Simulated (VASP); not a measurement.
A run of VASP 6.6.1:

File INCAR:

```
SYSTEM = WS2
  PREC = Accurate
  ENCUT = 520
  EDIFF = 1E-7
  ISMEAR = 0
  SIGMA = 0.02
  LREAL = .False.
  LASPH = .True.
  NELM = 60
  ALGO = Normal
  ISIF = 2
  LWAVE = .False.
  LCHARG = .True.
  GGA = PS
  IVDW = 12
  LELF = .True.
  LVHAR = .True.
  NBANDS = 35
```

KPOINTS

```
Automatic mesh
0
Gamma
  12 12 4
  0 0 0
```

Contents of POSCAR:

```
WS2
1.0
    3.1147089379      0.0000000000      0.0000000000
   -1.5573544689      2.6974170656      0.0000000000
    0.0000000000      0.0000000000     12.1298009175
W S
2 4
Direct
    0.3333333333      0.6666666667      0.7496487163
    0.6666666667      0.3333333333      0.2503512837
    0.3333333333      0.6666666667      0.1203649434
    0.6666666667      0.3333333333      0.6196633418
    0.3333333333      0.6666666667      0.3803366582
    0.6666666667      0.3333333333      0.8796350566
```

Potentials or basis: VASP PAW PBE potentials, release 64 (W_sv, S).

The run is started by

```console
$ cat potpaw_PBE.64/W_sv/POTCAR potpaw_PBE.64/S/POTCAR > POTCAR
$ mpirun -np 1 vasp_std > vasp.out
```

Hardware: 1 thread of AMD EPYC 7R13 Processor (Zen 3), on a shared host.

Q: Estimate the wall time of this run.

A: Run time: 3.3 min on 1 thread of AMD EPYC 7R13 Processor (Zen 3) (shared host), peak memory 0.31 GiB. Counts: scf iterations 16, k points 69.
